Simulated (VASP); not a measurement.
Write the native input for VASP 6.6.1 that does the following.

```
Task                   : single point
Functional             : PBE
Potentials or basis    : VASP PAW PBE potentials, release 64 (Ag)
Cutoff                 : 520 eV
k mesh                 : 15 × 15 × 8
Occupations            : gaussian, width 0.05 eV
Spin                   : no spin polarisation
Dipole correction      : no
Further INCAR settings : ALGO = Fast; EDIFF = 1e-06; NBANDS = 18
```

The structure of Ag lies in POSCAR:

```
Ag
1.0
    2.9300000000      0.0000000000      0.0000000000
   -1.4650000000      2.5374544331      0.0000000000
    0.0000000000      0.0000000000      4.7900000000
Ag
2
Direct
    0.3333333333      0.6666666667      0.2500000000
    0.7007963595      0.3333333333      0.7500000000
```

One way to write it, as run:

INCAR

```
ALGO = Fast ; EDIFF = 1E-6
ENCUT = 520 ; GGA = PE
ISIF = 2 ; ISMEAR = 0
LASPH = True ; LCHARG = False
LREAL = False ; LWAVE = False
NBANDS = 18 ; NELM = 80
PREC = Accurate ; SIGMA = 0.05
```

KPOINTS

```
k-points
0
Gamma
  15 15 8
```

Potentials or basis: VASP PAW PBE potentials, release 64 (Ag).

Command:

```bash
$ cat potpaw_PBE.64/Ag/POTCAR > POTCAR
$ mpirun -np 1 vasp_std > vasp.out
```

It gave:

```json
{"Pressure": "0.3 GPa", "Largest force": "0.090 eV/Å", "Band gap on the k mesh": "zero (band 11 reaches 11.82 eV, above the bottom of band 12 at 4.49 eV)"}
```

Wall time 82 s on 1 thread of Intel(R) Xeon(R) 6975P-C (Granite Rapids) (shared host), peak memory 0.39 GiB.
